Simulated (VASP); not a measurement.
# Nb (P6/mmm) in VASP: single point with LDA

Aim: the single point of Nb with LDA.

All numbers are computed with VASP 6.6.1; they aren't measurements. Logs are shortened: lines on timing, memory, paths and dates and some standing lists are left out, and cuts for length are marked.

## 1. The cell of the first run

It takes space group P6/mmm (No. 191, hexagonal). The conventional cell has a = 3.071 Å, b = 3.071 Å, c = 6.565 Å, α = 90.00°, β = 90.00°, γ = 120.00°. Within 4.0 Å of Nb (site symmetry 6/mmm) lie 6 Nb at 3.07 Å.

## 2. Single point, LDA

File INCAR:

```
PREC = Accurate
ENCUT = 520
EDIFF = 1E-7
ISMEAR = -1
SIGMA = 0.1
LREAL = F
LASPH = T
NELM = 80
ALGO = Normal
ISIF = 2
LWAVE = F
LCHARG = F
NBANDS = 12
```

File KPOINTS:

```
Automatic mesh
0
Gamma
  9 9 4
```

File POSCAR:

```
Nb
1.0
    3.0710600000      0.0000000000      0.0000000000
   -1.5355300000      2.6596200000      0.0000000000
    0.0000000000      0.0000000000      6.5652900000
Nb
1
Direct
    0.0000000000      0.0000000000      0.0000000000
```

Potentials or basis: VASP PAW LDA potentials, release 64 (Nb_sv).

The run is started by

```console
$ cat potpaw_LDA.64/Nb_sv/POTCAR > POTCAR
$ mpirun -np 1 vasp_std > vasp.out
```

OUTCAR:

```text
PREC = Accurate
   ENCUT = 520
   EDIFF = 1E-7
   ISMEAR = -1
   LREAL = F
   LASPH = T
   NELM = 80
   ISIF = 2

 ion  position               nearest neighbor table
   1  0.000  0.000  0.000-

  LATTYP: Found a hexagonal cell.
 ALAT       =     3.0710600000
 C/A-ratio  =     2.1377928142

  Lattice vectors:

 A1 = (   3.0710600000,   0.0000000000,   0.0000000000)
 A2 = (  -1.5355300000,   2.6596200000,   0.0000000000)
 A3 = (   0.0000000000,   0.0000000000,   6.5652900000)

Analysis of symmetry for initial positions (statically):
=====================================================================
 Subroutine PRICEL returns:
 Original cell was already a primitive cell.

 Routine SETGRP: Setting up the symmetry group for a
 hexagonal supercell.

 Subroutine GETGRP returns: Found 24 space group operations
 (whereof 24 operations were pure point group operations)
 out of a pool of 24 trial point group operations.

The static configuration has the point symmetry D_6h.

Analysis of symmetry for dynamics (positions and initial velocities):
=====================================================================
 Subroutine PRICEL returns:
 Original cell was already a primitive cell.

 Routine SETGRP: Setting up the symmetry group for a
 hexagonal supercell.

 Subroutine GETGRP returns: Found 24 space group operations
 (whereof 24 operations were pure point group operations)
 out of a pool of 24 trial point group operations.

The dynamic configuration has the point symmetry D_6h.

 Subroutine INISYM returns: Found 24 space group operations
 (whereof 24 operations are pure point group operations),
 and found     1 'primitive' translations

----------------------------------------------------------------------------------------

                                     Primitive cell

  volume of cell :      53.6243

  direct lattice vectors                    reciprocal lattice vectors
     3.071060000  0.000000000  0.000000000     0.325620470  0.187996781  0.000000000
    -1.535530000  2.659620000  0.000000000     0.000000000  0.375993563  0.000000000
     0.000000000  0.000000000  6.565290000     0.000000000  0.000000000  0.152316196

  length of vectors
     3.071060000  3.071063484  6.565290000     0.375993990  0.375993563  0.152316196

  position of ions in fractional coordinates (direct lattice)
     0.000000000  0.000000000  0.000000000

  ion indices of the primitive-cell ions
   primitive index   ion index
                 1           1

----------------------------------------------------------------------------------------

 KPOINTS: Automatic mesh

Automatic generation of k-mesh.
 Grid dimensions read from file:
 generate k-points for:    9    9    4

 Generating k-lattice:

  Cartesian coordinates                     Fractional coordinates (reciprocal lattice)
     0.036180052  0.020888531  0.000000000     0.111111111 -0.000000000  0.000000000
     0.000000000  0.041777063  0.000000000     0.000000000  0.111111111  0.000000000
     0.000000000  0.000000000  0.038079049     0.000000000  0.000000000  0.250000000

  Length of vectors
     0.041777110  0.041777063  0.038079049

  Shift w.r.t. Gamma in fractional coordinates (k-lattice)
     0.000000000  0.000000000  0.000000000

 Subroutine IBZKPT returns following result:
 ===========================================

 Found     36 irreducible k-points:

 Following reciprocal coordinates:
            Coordinates               Weight
  0.000000  0.000000  0.000000      1.000000
  0.111111 -0.000000  0.000000      6.000000
  0.222222 -0.000000  0.000000      6.000000
  0.333333  0.000000  0.000000      6.000000
  0.444444 -0.000000  0.000000      6.000000
  0.111111  0.111111  0.000000      6.000000
[... 16 lines left out ...]
  0.333333  0.222222  0.250000     24.000000
  0.333333  0.333333  0.250000      4.000000
 [... further k-points ...]
   k-points           NKPTS =     36   k-points in BZ     NKDIM =     36   number of bands    NBANDS=     12
   number of dos      NEDOS =    301   number of ions     NIONS =      1
   total plane-waves  NPLWV =  28800
   dimension x,y,z NGX =    24 NGY =   24 NGZ =   50
   dimension x,y,z NGXF=    48 NGYF=   48 NGZF=  100
   ions per type =               1
   NGX,Y,Z   is equivalent  to a cutoff of  12.99, 12.99, 12.66 a.u.
   NGXF,Y,Z  is equivalent  to a cutoff of  25.98, 25.98, 25.32 a.u.
 SYSTEM =  unknown system
   PREC   = accura    normal or accurate (medium, high low for compatibility)
   ISTART =      0    job   : 0-new  1-cont  2-samecut
   ICHARG =      2    charge: 1-file 2-atom 10-const
   ISPIN  =      1    spin polarized calculation?
   LNONCOLLINEAR =      F non collinear calculations
   LSORBIT =      F    spin-orbit coupling
   LASPH  =      T    aspherical Exc in radial PAW
   ENCUT  =  520.0 eV  38.22 Ry    6.18 a.u.   5.71  5.71 12.21*2*pi/ulx,y,z
   NELM   =     80;   NELMIN=  2; NELMDL= -5     # of ELM steps
   EDIFF  = 0.1E-06   stopping-criterion for ELM
   LREAL  =      F    real-space projection
   EDIFFG = 0.1E-05   stopping-criterion for IOM
   NSW    =      0    number of steps for IOM
   IBRION =     -1    ionic relax: 0-MD 1-quasi-New 2-CG
   NFREE  =      0    steps in history (QN), initial steepest desc. (CG)
   ISIF   =      2    stress and relaxation
   ISYM   =      2    0-nonsym 1-usesym 2-fastsym
   POTIM  = 0.5000    time-step for ionic-motion
   TEBEG  =    0.0;   TEEND  =   0.0 temperature during run
   PSTRESS=    0.0 pullay stress
   NELECT =      13.0000    total number of electrons
   NUPDOWN=      -1.0000    fix difference up-down
   EMIN   =  10.00;   EMAX   =-10.00  energy-range for DOS
   EFERMI =   0.00;   METHOD = LEGACY
   ISMEAR =    -1;   SIGMA  =   0.10  broadening in eV -4-tet -1-fermi 0-gaus
   EFERMI_NEDOS =   21; number of points for ismear=-14 and -15
   IALGO  =     38    algorithm
   IMIX   =      4    mixing-type and parameters
     AMIX     =   0.40;   BMIX     =  1.00
     AMIX_MAG =   1.60;   BMIX_MAG =  1.00
  volume/ion in A,a.u.               =      53.62       361.87
  Fermi-wavevector in a.u.,A,eV,Ry     =   1.020788  1.929009 14.177368  1.042007
  Thomas-Fermi vector in A             =   2.154376
   LORBIT       =      0    0 simple, 1 ext, 2 COOP (PROOUT), +10 PAW based schemes
   GGA     = CA    functional components
   LHFCALC =     F    Hartree Fock is set to
   AEXX    =    0.0000 exact exchange contribution
   IVDW    =     0    specifies the selected vdW correction
   LEPSILON=     F    determine dielectric tensor
   LRPA    =     F    only Hartree local field effects (RPA)
 non-spin polarized calculation
  energy-cutoff  :      520.00
  volume of cell :       53.62
 maximum number of plane-waves:      1464
 NGX is ok and might be reduce to    24
   NGX = 11   NGY = 11   NGZ = 25

 number of electron      13.0000002 magnetization

 Free energy of the ion-electron system (eV)
  ---------------------------------------------------
  ext. energy  EPLUGINS =         0.00000000
  ---------------------------------------------------
  free energy    TOTEN  =        -7.95883985 eV

  energy without entropy =       -7.89506695  energy(sigma->0) =       -7.92695340

 E-fermi :   1.0799     XC(G=0):  -7.0564

 val. band max:        1.0493274652   @ k =   0.2222  -0.0000   0.0000
 cond. band min:       1.0824555316   @ k =   0.1111   0.1111   0.2500
 fundamental gap:      0.0331280663
 Fermi energy:         1.0798810189

 k-point     1 :       0.0000    0.0000    0.0000
  band No.  band energies     occupation
      1     -53.8406      2.00000
      2     -30.2225      2.00000
      3     -29.5266      2.00000
      4     -29.5266      2.00000
      5      -2.9800      2.00000
      6       0.2096      1.99967
      7       1.5343      0.02102
      8       1.5344      0.02102
      9       2.3013      0.00001
     10       3.5497      0.00000
     11       3.5497      0.00000
     12       5.9016      0.00000

 k-point     2 :       0.1111   -0.0000    0.0000
  band No.  band energies     occupation
      1     -53.8303      2.00000
      2     -30.2115      2.00000
      3     -29.6080      2.00000
      4     -29.5454      2.00000
      5      -2.5895      2.00000
      6       0.3831      1.99812
      7       1.2524      0.30228
      8       1.7340      0.00288
      9       1.8506      0.00090
     10       3.4578      0.00000
     11       4.1548      0.00000
     12       6.0909      0.00000

 k-point     3 :       0.2222   -0.0000    0.0000
  band No.  band energies     occupation
      1     -53.8043      2.00000
      2     -30.1833      2.00000
      3     -29.8103      2.00000
      4     -29.5928      2.00000
      5      -1.6433      2.00000
      6       0.6535      1.97225
      7       0.9044      1.70517
      8       1.0493      1.15159
      9       2.7417      0.00000
     10       3.2350      0.00000
     11       5.1852      0.00000
     12       6.6579      0.00000
[... 286 lines left out ...]
 k-point    23 :       0.3333    0.2222    0.2500
  band No.  band energies     occupation
      1     -53.7464      2.00000
      2     -30.1208      2.00000
      3     -30.0954      2.00000
      4     -29.8487      2.00000
      5      -0.1051      1.99999
      6       0.2907      1.99925
      7       1.4635      0.04224
      8       1.6784      0.00502
      9       2.1899      0.00003
     10       6.8215      0.00000
     11       7.9122      0.00000
     12       8.7200      0.00000

 k-point    24 :       0.3333    0.3333    0.2500
  band No.  band energies     occupation
      1     -53.7412      2.00000
      2     -30.1152      2.00000
      3     -29.9971      2.00000
      4     -29.9971      2.00000
      5       0.8054      1.87921
      6       0.8054      1.87920
      7       0.8501      1.81741
      8       0.8501      1.81739
      9       2.3029      0.00001
     10       7.9242      0.00000
     11       8.6367      0.00000
     12       8.6383      0.00000

 [... further k-points ...]
[... 5 lines left out ...]
  --------------------------------------------------------------------------------------
  -------------------------------------------------------------------------------------
  Total       -6.3678204     -6.3678397     -0.2122055      0.0000000     -0.0000000      0.0000000
  in kB     -190.2565359   -190.2571116     -6.3402358      0.0000000     -0.0000000      0.0000000
  external PRESSURE =    -128.9512944 kB  Pullay stress =       0.0000000 kB

 VOLUME and BASIS-vectors are now :
 -----------------------------------------------------------------------------
  energy-cutoff  :      520.00
  volume of cell :       53.62
      direct lattice vectors                 reciprocal lattice vectors
     3.071060000  0.000000000  0.000000000     0.325620470  0.187996781  0.000000000
    -1.535530000  2.659620000  0.000000000     0.000000000  0.375993563  0.000000000
     0.000000000  0.000000000  6.565290000     0.000000000  0.000000000  0.152316196

 POSITION                                       TOTAL-FORCE (eV/Angst)
 -----------------------------------------------------------------------------------
      0.00000      0.00000      0.00000        -0.000000      0.000000      0.000000
 -----------------------------------------------------------------------------------
    total drift:                               -0.000000      0.000000     -0.000000

  FREE ENERGIE OF THE ION-ELECTRON SYSTEM (eV)
  ---------------------------------------------------
  free  energy   TOTEN  =        -7.9588398493 eV

  energy  without entropy=       -7.8950669485  energy(sigma->0) =       -7.92695340
```

Run time: 47 s. Hardware: 1 thread of AMD EPYC 7R13, shared host; peak memory 0.13 GiB.

What came out:

```
Free energy : -7.9588 eV
Pressure    : -12.9 GPa
```
